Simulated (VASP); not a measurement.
Input of a VASP 6.6.1 run:

The input INCAR:

```
ALGO     = Normal         # electronic algorithm
EDIFF    = 1E-6           # SCF threshold, eV
ENCUT    = 520            # plane-wave cutoff, eV
GGA      = PS             # functional
ISIF     = 2              # what is computed and relaxed
ISMEAR   = 0              # smearing method
LASPH    = True           # aspherical terms in the spheres
LCHARG   = False          # write CHGCAR
LREAL    = False          # projectors in reciprocal space
LWAVE    = False          # write WAVECAR
NBANDS   = 22             # bands
NELM     = 60             # most SCF steps
PREC     = Accurate       # precision mode
SIGMA    = 0.02           # smearing width, eV
```

File KPOINTS:

```
k-points
0
Gamma
  8 8 4
```

File POSCAR:

```
Cl
1.0
    3.4409949036     -1.9400483182      0.0000000000
    3.4409949036      1.9400483182      0.0000000000
    0.0000000000      0.0000000000      8.0110241279
Cl
4
Direct
    0.1263962934      0.8736037066      0.1111545717
    0.6263962934      0.3736037066      0.3888454283
    0.8736037066      0.1263962934      0.8888454283
    0.3736037066      0.6263962934      0.6111545717
```

Potentials or basis: VASP PAW PBE potentials, release 64 (Cl).

Command:

```bash
$ cat potpaw_PBE.64/Cl/POTCAR > POTCAR
$ mpirun -np 1 vasp_std > vasp.out
```

What does it give for the band gap on the k mesh?

2.06 eV.

What does it give for the pressure?

-0.3 GPa.

Predict the largest force.

0.144 eV/Å.

Forces on the atoms (eV/Å):
```
Cl   0.000  0.066 -0.128
Cl   0.000  0.066  0.128
Cl   0.000 -0.066  0.128
Cl   0.000 -0.066 -0.128
```

Caveat: this functional lacks dispersion, which holds the molecules together, so the pressure and a relaxed volume are unreliable; the PAW data sets were made with another functional, which shifts forces and pressure a little. A k mesh can miss the band edges.
